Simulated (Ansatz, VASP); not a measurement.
## Two plane-wave programs on TiO2

Contents of POSCAR:

```
TiO2
1.0
   -0.0479365451      2.3968272525      2.3968272525
    2.3968272525     -0.0479365451      2.3968272525
    2.3488907075      2.3488907075      0.0000000000
Ti O
1 2
Direct
    0.0000000000      0.0000000000      0.0000000000
    0.2522379158      0.2522379158      0.2477620842
    0.7477620842      0.7477620842      0.7522379158
```

INCAR.step1

```
SYSTEM = TiO2
PREC = Accurate ; ENCUT = 520
ISMEAR = 0 ; SIGMA = 0.01
LREAL = .False. ; LASPH = .True.
NELM = 80 ; NBANDS = 19
GGA = PE ; ALGO = Normal
EDIFF = 1E-4 ; LWAVE = .True.
LCHARG = .False.
```

INCAR.step2

```
SYSTEM = TiO2
PREC = Accurate ; ENCUT = 520
EDIFF = 1E-7 ; ISMEAR = 0
SIGMA = 0.01 ; LREAL = .False.
LASPH = .True. ; NELM = 80
ALGO = Normal ; ISIF = 2
LWAVE = .False. ; LCHARG = .False.
METAGGA = R2SCAN ; LMIXTAU = .True.
NBANDS = 19 ; ISTART = 1
```

Contents of KPOINTS:

```
Automatic mesh
0
Gamma
  10 10 10
  0 0 0
```

Input for Ansatz:

```yaml
crystal:
  lattice:
    - [-0.0479365451, 2.3968272525, 2.3968272525]
    - [2.3968272525, -0.0479365451, 2.3968272525]
    - [2.3488907075, 2.3488907075, 0.0]
  atoms:
    - { symbol: Ti, position: [0.0, 0.0, 0.0] }
    - { symbol: O, position: [0.2522379158, 0.2522379158, 0.2477620842] }
    - { symbol: O, position: [0.7477620842, 0.7477620842, 0.7522379158] }
kpoints:
  mp_grid: { grid: [10, 10, 10] }
  band_path:
    path:
      - [0.0, 0.0, 0.0]
      - [0.5, 0.0, 0.5]
      - [0.625, 0.25, 0.625]
      - [0.375, 0.375, 0.75]
      - [0.5, 0.5, 0.5]
      - [0.5, 0.25, 0.75]
      - [0.5, 0.5, 0.0]
    npoints: 1
hamiltonian:
  xc: r2scan
scf:
  occupations: { method: fixed }
  n_extra_bands: 4
output:
  forces: true
  stress: true
  eigenvalues: true
```

Change from the starting cell: shear_xy strain -4.0%.

Alike in both runs: task single point; functional r2SCAN; k mesh 10 × 10 × 10; no spin polarisation.

|  | VASP | Ansatz |
| --- | --- | --- |
| version | VASP 6.6.1 | Ansatz 0.2.0 |
| potentials or method | VASP PAW PBE potentials, release 64 (Ti_sv, O) | plane waves, PAW |
| plane-wave cutoff (eV) | 520 | 500 |
| occupations | gaussian, width 0.01 eV | fixed |
| valence electrons in the cell | 24 | 24 |

```tsv
	VASP	Ansatz	Ansatz less VASP
gap on the k mesh at the Fermi level (eV)	1.55	1.51	-0.037
pressure (GPa)	1.8	0.2	-1.54
traceless stress, the component that is largest in VASP (GPa)	1.63	1.49	-0.136
rms of the force components (eV/Å)	0.006	0.001	-0.0053
```

VASP's potentials were made for PBE, not for r2SCAN. Atom by atom the forces differ by 0.005 eV/Å (rms over components).
